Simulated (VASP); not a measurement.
# KMgF3 (Pm-3m) in VASP: further runs

Aim: see how the results for KMgF3 move with the level of theory and the settings. Levels: HSE06, PBE, LDA. Tasks: single point.

All numbers are computed with VASP 6.6.1; they aren't measurements. Logs are shortened: lines on timing, memory, paths and dates and some standing lists are left out, and cuts for length are marked.

### Step 1. The cell of the first run

Symmetry: Pm-3m, No. 221, cubic system. Conventional cell: a = 3.980 Å, b = 3.980 Å, c = 3.980 Å, α = 90.00°, β = 90.00°, γ = 90.00°. Within 3.7 Å of K (site symmetry m-3m) lie 12 F at 2.81 Å and 8 Mg at 3.45 Å. Mg (site symmetry m-3m) has 6 F at 1.99 Å within 2.6 Å. F (site symmetry 4/mmm) has 2 Mg at 1.99 Å within 2.6 Å.

### Step 2. Single point, HSE06

POSCAR

```
KMgF3
1.0
    3.9802355636      0.0000000000      0.0000000000
    0.0000000000      3.9802355636      0.0000000000
    0.0000000000      0.0000000000      3.9802355636
K Mg F
1 1 3
Direct
    0.5000000000      0.5000000000      0.5000000000
    0.0000000000      0.0000000000      0.0000000000
    0.5000000000      0.0000000000      0.0000000000
    0.0000000000      0.5000000000      0.0000000000
    0.0000000000      0.0000000000      0.5000000000
```

INCAR.step1

```
SYSTEM = KMgF3
  PREC = Accurate
  ENCUT = 520
  EDIFF = 1E-5
  ISMEAR = 0
  SIGMA = 0.01
  LREAL = .FALSE.
  LASPH = .TRUE.
  NELM = 60
  ALGO = Normal
  ISIF = 2
  LWAVE = .TRUE.
  LCHARG = .FALSE.
  GGA = PE
  NBANDS = 24
```

INCAR.step2

```
SYSTEM = KMgF3
  PREC = Accurate
  ENCUT = 520
  EDIFF = 1E-7
  ISMEAR = 0
  SIGMA = 0.01
  LREAL = .FALSE.
  LASPH = .TRUE.
  NELM = 60
  ALGO = Normal
  ISIF = 2
  LWAVE = .FALSE.
  LCHARG = .FALSE.
  GGA = PE
  LHFCALC = .TRUE.
  HFSCREEN = 0.2079
  PRECFOCK = Fast
  ISTART = 1
  NBANDS = 24
```

KPOINTS

```
Automatic mesh
0
G
  4 4 4
  0 0 0
```

Potentials or basis: VASP PAW PBE potentials, release 64 (K_sv, Mg, F).

On the command line:

```bash
> cat potpaw_PBE.64/K_sv/POTCAR potpaw_PBE.64/Mg/POTCAR potpaw_PBE.64/F/POTCAR > POTCAR
> cp INCAR.step1 INCAR
> mpirun -np 1 vasp_std > vasp.out
> cp INCAR.step2 INCAR
> mpirun -np 1 vasp_std > vasp.out
```

OUTCAR:

```text
SYSTEM = KMgF3
   PREC = Accurate
   ENCUT = 520
   EDIFF = 1E-7
   ISMEAR = 0
   LREAL = .FALSE.
   LASPH = .TRUE.
   NELM = 60
   ISIF = 2
   GGA = PE
   LHFCALC = .TRUE.
   HFSCREEN = 0.2079
   PRECFOCK = Fast
   ISTART = 1

 ion  position               nearest neighbor table
   1  0.500  0.500  0.500-   3 2.81   4 2.81   5 2.81   3 2.81   4 2.81   3 2.81   5 2.81   3 2.81
                             4 2.81   5 2.81   4 2.81   5 2.81   2 3.45   2 3.45   2 3.45   2 3.45
   2  0.000  0.000  0.000-   3 1.99   4 1.99   5 1.99   5 1.99   4 1.99   3 1.99   1 3.45   1 3.45
                             1 3.45   1 3.45   1 3.45   1 3.45   1 3.45   1 3.45
   3  0.500  0.000  0.000-   2 1.99   2 1.99   1 2.81   1 2.81   1 2.81   1 2.81
   4  0.000  0.500  0.000-   2 1.99   2 1.99   1 2.81   1 2.81   1 2.81   1 2.81
   5  0.000  0.000  0.500-   2 1.99   2 1.99   1 2.81   1 2.81   1 2.81   1 2.81

  LATTYP: Found a simple cubic cell.
 ALAT       =     3.9802355636

  Lattice vectors:

 A1 = (   3.9802355636,   0.0000000000,   0.0000000000)
 A2 = (   0.0000000000,   3.9802355636,   0.0000000000)
 A3 = (   0.0000000000,   0.0000000000,   3.9802355636)

Analysis of symmetry for initial positions (statically):
=====================================================================
 Subroutine PRICEL returns:
 Original cell was already a primitive cell.

 Routine SETGRP: Setting up the symmetry group for a
 simple cubic supercell.

 Subroutine GETGRP returns: Found 48 space group operations
 (whereof 48 operations were pure point group operations)
 out of a pool of 48 trial point group operations.

The static configuration has the point symmetry O_h .

Analysis of symmetry for dynamics (positions and initial velocities):
=====================================================================
 Subroutine PRICEL returns:
 Original cell was already a primitive cell.

 Routine SETGRP: Setting up the symmetry group for a
 simple cubic supercell.

 Subroutine GETGRP returns: Found 48 space group operations
 (whereof 48 operations were pure point group operations)
 out of a pool of 48 trial point group operations.

The dynamic configuration has the point symmetry O_h .

 Subroutine INISYM returns: Found 48 space group operations
 (whereof 48 operations are pure point group operations),
 and found     1 'primitive' translations

----------------------------------------------------------------------------------------

                                     Primitive cell

  volume of cell :      63.0560

  direct lattice vectors                    reciprocal lattice vectors
     3.980235564  0.000000000  0.000000000     0.251241411  0.000000000  0.000000000
     0.000000000  3.980235564  0.000000000     0.000000000  0.251241411  0.000000000
     0.000000000  0.000000000  3.980235564     0.000000000  0.000000000  0.251241411

  length of vectors
     3.980235564  3.980235564  3.980235564     0.251241411  0.251241411  0.251241411

  position of ions in fractional coordinates (direct lattice)
     0.500000000  0.500000000  0.500000000
     0.000000000  0.000000000  0.000000000
     0.500000000  0.000000000  0.000000000
     0.000000000  0.500000000  0.000000000
     0.000000000  0.000000000  0.500000000

  ion indices of the primitive-cell ions
   primitive index   ion index
                 1           1
                 2           2
                 3           3
                 4           4
                 5           5

----------------------------------------------------------------------------------------

 KPOINTS: Automatic mesh

Automatic generation of k-mesh.
 Grid dimensions read from file:
 generate k-points for:    4    4    4

 Generating k-lattice:

  Cartesian coordinates                     Fractional coordinates (reciprocal lattice)
     0.062810353  0.000000000  0.000000000     0.250000000  0.000000000  0.000000000
     0.000000000  0.062810353  0.000000000     0.000000000  0.250000000  0.000000000
     0.000000000  0.000000000  0.062810353     0.000000000  0.000000000  0.250000000

  Length of vectors
     0.062810353  0.062810353  0.062810353

  Shift w.r.t. Gamma in fractional coordinates (k-lattice)
     0.000000000  0.000000000  0.000000000

 Subroutine IBZKPT returns following result:
 ===========================================

 Found     10 irreducible k-points:

 Following reciprocal coordinates:
            Coordinates               Weight
  0.000000  0.000000  0.000000      1.000000
  0.250000  0.000000  0.000000      6.000000
  0.500000  0.000000  0.000000      3.000000
  0.250000  0.250000  0.000000     12.000000
  0.500000  0.250000  0.000000     12.000000
  0.500000  0.500000  0.000000      3.000000
  0.250000  0.250000  0.250000      8.000000
  0.500000  0.250000  0.250000     12.000000
  0.500000  0.500000  0.250000      6.000000
  0.500000  0.500000  0.500000      1.000000
   k-points           NKPTS =     10   k-points in BZ     NKDIM =     64   number of bands    NBANDS=     24
   number of dos      NEDOS =    301   number of ions     NIONS =      5
   total plane-waves  NPLWV =  27000
   dimension x,y,z NGX =    30 NGY =   30 NGZ =   30
   dimension x,y,z NGXF=    60 NGYF=   60 NGZF=   60
   ions per type =               1   1   3
   NGX,Y,Z   is equivalent  to a cutoff of  12.53, 12.53, 12.53 a.u.
   NGXF,Y,Z  is equivalent  to a cutoff of  25.06, 25.06, 25.06 a.u.
 SYSTEM =  KMgF3
   PREC   = accura    normal or accurate (medium, high low for compatibility)
   ISTART =      1    job   : 0-new  1-cont  2-samecut
   ICHARG =      0    charge: 1-file 2-atom 10-const
   ISPIN  =      1    spin polarized calculation?
   LNONCOLLINEAR =      F non collinear calculations
   LSORBIT =      F    spin-orbit coupling
   LASPH  =      T    aspherical Exc in radial PAW
   ENCUT  =  520.0 eV  38.22 Ry    6.18 a.u.   7.40  7.40  7.40*2*pi/ulx,y,z
   NELM   =     60;   NELMIN=  2; NELMDL=  0     # of ELM steps
   EDIFF  = 0.1E-06   stopping-criterion for ELM
   LREAL  =      F    real-space projection
   EDIFFG = 0.1E-05   stopping-criterion for IOM
   NSW    =      0    number of steps for IOM
   IBRION =     -1    ionic relax: 0-MD 1-quasi-New 2-CG
   NFREE  =      0    steps in history (QN), initial steepest desc. (CG)
   ISIF   =      2    stress and relaxation
   ISYM   =      3    0-nonsym 1-usesym 2-fastsym
   POTIM  = 0.5000    time-step for ionic-motion
   TEBEG  =    0.0;   TEEND  =   0.0 temperature during run
   PSTRESS=    0.0 pullay stress
   NELECT =      32.0000    total number of electrons
   NUPDOWN=      -1.0000    fix difference up-down
   EMIN   =  10.00;   EMAX   =-10.00  energy-range for DOS
   EFERMI =   0.00;   METHOD = LEGACY
   ISMEAR =     0;   SIGMA  =   0.01  broadening in eV -4-tet -1-fermi 0-gaus
   EFERMI_NEDOS =   21; number of points for ismear=-14 and -15
   IALGO  =     38    algorithm
   IMIX   =      1    mixing-type and parameters
     AMIX     =   0.40;   BMIX     =  1.00
     AMIX_MAG =   1.60;   BMIX_MAG =  1.00
  volume/ion in A,a.u.               =      12.61        85.10
  Fermi-wavevector in a.u.,A,eV,Ry     =   1.305818  2.467639 23.200126  1.705161
  Thomas-Fermi vector in A             =   2.436662
   LORBIT       =      0    0 simple, 1 ext, 2 COOP (PROOUT), +10 PAW based schemes
   GGA     = PE    functional components
   LHFCALC =     T    Hartree Fock is set to
   PRECFOCK=fast      Normal, Fast or Accurate (Low or Medium for compatibility)
   ENCUT4O =  -1.0   cutoff for four orbital integrals eV
   NKREDX  =     1    reduce k-point grid by
   NKREDY  =     1    reduce k-point grid by
   NKREDZ  =     1    reduce k-point grid by
   AEXX    =    0.2500 exact exchange contribution
   HFSCREEN=    0.2079 screening length (either q_TF or 0.3 A-1)
   HFSCREENC=   0.2079 screening length for correlation (either q_TF or 0.3 A-1)
   ENCUTFOCK=  -1.0 apply spherical cutoff to Coloumb kernel
   IVDW    =     0    specifies the selected vdW correction
   LEPSILON=     F    determine dielectric tensor
   LRPA    =     F    only Hartree local field effects (RPA)
 non-spin polarized calculation
 Gauss-broadening in eV      SIGMA  =   0.01
  energy-cutoff  :      520.00
  volume of cell :       63.06
 maximum number of plane-waves:      1743
 NGX is ok and might be reduce to    30
  NGX = 16; NGY = 16; NGZ = 16

 number of electron      31.9999959 magnetization

 Free energy of the ion-electron system (eV)
  ---------------------------------------------------
  ext. energy  EPLUGINS =         0.00000000
  ---------------------------------------------------
  free energy    TOTEN  =       -29.53710098 eV

  energy without entropy =      -29.53710098  energy(sigma->0) =      -29.53710098

 E-fermi :  -3.1954     XC(G=0):  -7.9675

 val. band max:       -3.2857352286   @ k =   0.5000   0.5000   0.5000
 cond. band min:       6.2818416941   @ k =   0.0000   0.0000   0.0000
 fundamental gap:      9.5675769227
 Fermi energy:        -3.1953769398

 k-point     1 :       0.0000    0.0000    0.0000
  band No.  band energies     occupation
      1     -30.3535      2.00000
      2     -24.9808      2.00000
      3     -24.3021      2.00000
      4     -24.3021      2.00000
      5     -12.5029      2.00000
      6     -12.5029      2.00000
[... 16 lines left out ...]
     23      13.1864      0.00000
     24      16.3434      0.00000

 k-point     2 :       0.2500    0.0000    0.0000
  band No.  band energies     occupation
      1     -30.3375      2.00000
      2     -24.9145      2.00000
      3     -24.3831      2.00000
      4     -24.2973      2.00000
      5     -12.4869      2.00000
      6     -12.4703      2.00000
[... 16 lines left out ...]
     23      13.2010      0.00000
     24      16.0027      0.00000
[... 187 lines left out ...]
     23      13.6126      0.00000
     24      13.6566      0.00000

 k-point    10 :       0.5000    0.5000    0.5000
  band No.  band energies     occupation
      1     -30.2845      2.00000
      2     -24.4933      2.00000
      3     -24.4933      2.00000
      4     -24.4933      2.00000
      5     -12.7024      2.00000
      6     -12.7024      2.00000
[... 16 lines left out ...]
     23      14.3771      0.00000
     24      14.3771      0.00000

------------------------ aborting loop because EDIFF is reached ----------------------------------------

  FORCE on cell =-STRESS in cart. coord.  units (eV):
  Direction    XX          YY          ZZ          XY          YZ          ZX
  --------------------------------------------------------------------------------------
  -------------------------------------------------------------------------------------
  Total        0.5112085      0.5112085      0.5112085      0.0000000     -0.0000000      0.0000000
  in kB       12.9891966     12.9891966     12.9891966      0.0000000     -0.0000000      0.0000000
  external PRESSURE =      12.9891966 kB  Pullay stress =       0.0000000 kB

 VOLUME and BASIS-vectors are now :
 -----------------------------------------------------------------------------
  energy-cutoff  :      520.00
  volume of cell :       63.06
      direct lattice vectors                 reciprocal lattice vectors
     3.980235564  0.000000000  0.000000000     0.251241411  0.000000000  0.000000000
     0.000000000  3.980235564  0.000000000     0.000000000  0.251241411  0.000000000
     0.000000000  0.000000000  3.980235564     0.000000000  0.000000000  0.251241411

 POSITION                                       TOTAL-FORCE (eV/Angst)
 -----------------------------------------------------------------------------------
      1.99012      1.99012      1.99012         0.000000      0.000000      0.000000
      0.00000      0.00000      0.00000         0.000000      0.000000      0.000000
      1.99012      0.00000      0.00000         0.000000      0.000000      0.000000
      0.00000      1.99012      0.00000         0.000000      0.000000      0.000000
      0.00000      0.00000      1.99012         0.000000      0.000000      0.000000
 -----------------------------------------------------------------------------------
    total drift:                                0.000220      0.000201      0.000192

  FREE ENERGIE OF THE ION-ELECTRON SYSTEM (eV)
  ---------------------------------------------------
  free  energy   TOTEN  =       -29.5371009806 eV

  energy  without entropy=      -29.5371009806  energy(sigma->0) =      -29.53710098
```

Wall time 8.5 min (1 thread of Intel Xeon Platinum 8375C at 2.90GHz (Ice Lake), shared host); peak memory 0.28 GiB.

What came out:

```
Free energy            : -29.5371 eV
Pressure               : 1.3 GPa
Band gap on the k mesh : 9.57 eV (least direct gap 9.87 eV)
```

Caveat: the PAW data sets were made with another functional, which shifts forces and pressure a little. A k mesh can miss the band edges.

### Step 3. Single point, PBE

INCAR

```
PREC = Accurate
ENCUT = 520
EDIFF = 1E-6
ISMEAR = 0
SIGMA = 0.01
LREAL = F
LASPH = T
NELM = 60
ALGO = Normal
ISIF = 2
LWAVE = F
LCHARG = F
GGA = PE
NBANDS = 24
```

KPOINTS

```
regular mesh
0
Gamma
  4 4 4
```

POSCAR is that of step 2.

Potentials or basis: VASP PAW PBE potentials, release 64 (K_sv, Mg, F).

On the command line:

```bash
> cat potpaw_PBE.64/K_sv/POTCAR potpaw_PBE.64/Mg/POTCAR potpaw_PBE.64/F/POTCAR > POTCAR
> mpirun -np 1 vasp_std > vasp.out
```

OUTCAR:

```text
PREC = Accurate
   ENCUT = 520
   EDIFF = 1E-6
   ISMEAR = 0
   LREAL = F
   LASPH = T
   NELM = 60
   ISIF = 2
   GGA = PE

 ion  position               nearest neighbor table
   1  0.500  0.500  0.500-   3 2.81   4 2.81   5 2.81   3 2.81   4 2.81   3 2.81   5 2.81   3 2.81
                             4 2.81   5 2.81   4 2.81   5 2.81   2 3.45   2 3.45   2 3.45   2 3.45
   2  0.000  0.000  0.000-   3 1.99   4 1.99   5 1.99   5 1.99   4 1.99   3 1.99   1 3.45   1 3.45
                             1 3.45   1 3.45   1 3.45   1 3.45   1 3.45   1 3.45
   3  0.500  0.000  0.000-   2 1.99   2 1.99   1 2.81   1 2.81   1 2.81   1 2.81
[... 460 lines left out ...]
  -------------------------------------------------------------------------------------
  Total        1.4638616      1.4638616      1.4638616      0.0000000      0.0000000      0.0000000
  in kB       37.1949756     37.1949756     37.1949756      0.0000000      0.0000000      0.0000000
  external PRESSURE =      37.1949756 kB  Pullay stress =       0.0000000 kB

 VOLUME and BASIS-vectors are now :
 -----------------------------------------------------------------------------
  energy-cutoff  :      520.00
  volume of cell :       63.06
      direct lattice vectors                 reciprocal lattice vectors
     3.980235564  0.000000000  0.000000000     0.251241411  0.000000000  0.000000000
     0.000000000  3.980235564  0.000000000     0.000000000  0.251241411  0.000000000
     0.000000000  0.000000000  3.980235564     0.000000000  0.000000000  0.251241411

 POSITION                                       TOTAL-FORCE (eV/Angst)
 -----------------------------------------------------------------------------------
      1.99012      1.99012      1.99012         0.000000      0.000000      0.000000
      0.00000      0.00000      0.00000         0.000000      0.000000      0.000000
      1.99012      0.00000      0.00000         0.000000      0.000000      0.000000
      0.00000      1.99012      0.00000         0.000000      0.000000      0.000000
      0.00000      0.00000      1.99012         0.000000      0.000000      0.000000
 -----------------------------------------------------------------------------------
    total drift:                                0.000000     -0.000000      0.000000

  FREE ENERGIE OF THE ION-ELECTRON SYSTEM (eV)
  ---------------------------------------------------
  free  energy   TOTEN  =       -24.4081505028 eV

  energy  without entropy=      -24.4081505028  energy(sigma->0) =      -24.40815050
```

stdout:

```text
POSCAR found type information on POSCAR K MgF
 POSCAR found :  3 types and       5 ions
 scaLAPACK will be used
 LDA part: xc-table for (Slater+PW92), standard interpolation
 POSCAR, INCAR and KPOINTS ok, starting setup
 FFT: planning ... GRIDC
 FFT: planning ... GRID_SOFT
 FFT: planning ... GRID
 WAVECAR not read
 entering main loop
```

Wall time 21 s (1 thread of Intel Xeon 8259CL, shared host); peak memory 0.17 GiB.

What came out:

- Free energy: -24.4082 eV
- Pressure: 3.7 GPa
- Band gap on the k mesh: 7.34 eV (least direct gap 7.66 eV)

Caveat: the cell stands under pressure. A k mesh can miss the band edges.

### Step 4. Single point, LDA

This run uses another cell than the first one, of 11.94 Å³/atom.

INCAR

```
PREC = Accurate
ENCUT = 520
EDIFF = 1E-6
ISMEAR = -1
SIGMA = 0.02
LREAL = False
LASPH = True
NELM = 80
ALGO = Normal
ISIF = 2
LWAVE = False
LCHARG = False
NBANDS = 24
```

KPOINTS

```
Automatic mesh
0
Gamma
  6 6 6
```

Changes to POSCAR since step 3:

```diff
@@ -2,5 +2,5 @@
 1.0
-    3.9802355636      0.0000000000      0.0000000000
-    0.0000000000      3.9802355636      0.0000000000
-    0.0000000000      0.0000000000      3.9802355636
+    3.9083480498      0.0000000000      0.0000000000
+    0.0000000000      3.9083480498      0.0000000000
+    0.0000000000      0.0000000000      3.9083480498
 K Mg F
```

Potentials or basis: VASP PAW LDA potentials, release 64 (K_sv, Mg, F).

On the command line:

```bash
> cat potpaw_LDA.64/K_sv/POTCAR potpaw_LDA.64/Mg/POTCAR potpaw_LDA.64/F/POTCAR > POTCAR
> mpirun -np 1 vasp_std > vasp.out
```

Run time: 35 s. Hardware: 1 thread of Intel Xeon 8259CL, shared host; peak memory 0.16 GiB.

It converged, with:

```yaml
Free_energy: -27.1312 eV
Pressure: -0.8 GPa
Band_gap_on_the_k_mesh: 7.42 eV (least direct gap 7.74 eV)
```

Levels at points of the mesh, in eV from the valence-band top:
```tsv
k point	band 12	band 13	band 14	band 15	band 16	band 17	band 18	band 19	band 20	band 21
(0.00, 0.00, 0.00)	-0.70	-0.70	-0.32	-0.32	-0.32	7.42	9.85	9.85	12.16	12.16
(0.50, 0.00, 0.00)	-1.00	-0.95	-0.95	-0.58	-0.58	10.16	10.74	11.01	12.87	12.93
(0.50, 0.50, 0.00)	-1.19	-1.19	-0.96	-0.96	-0.03	11.04	11.73	12.84	12.84	12.92
(0.50, 0.50, 0.50)	-1.20	-1.20	0.00	0.00	0.00	10.41	10.41	10.41	14.08	14.29
```

A k mesh can miss the band edges.

### Step 5. The runs side by side

| level | potentials or basis | cell | k mesh | smearing | grid for exact exchange (PRECFOCK) | share of exact exchange | screening parameter | gap on the mesh (eV) | pressure (GPa) |
| --- | --- | --- | --- | --- | --- | --- | --- | --- | --- |
| HSE06 | VASP PAW PBE potentials, release 64 (K_sv, Mg, F) | a = 3.980 Å, 5 atoms | 4 × 4 × 4 | gaussian 0.01 eV | Fast | 0.25 | 0.2079 1/Å | 9.57 | 1.3 |
| PBE | VASP PAW PBE potentials, release 64 (K_sv, Mg, F) | a = 3.980 Å, 5 atoms | 4 × 4 × 4 | gaussian 0.01 eV | - | - | - | 7.34 | 3.7 |
| LDA | VASP PAW LDA potentials, release 64 (K_sv, Mg, F) | a = 3.908 Å, 5 atoms | 6 × 6 × 6 | fermi-dirac 0.02 eV | - | - | - | 7.42 | -0.8 |

Alike in all rows: task single point; no spin polarisation; cutoff (eV) 520.

Caveats: the PAW data sets were made with another functional, which shifts forces and pressure a little (at least some runs); the cell stands under pressure (at least some runs).

Total energies depend on the potentials used, so only differences within one code and one set of settings carry meaning.
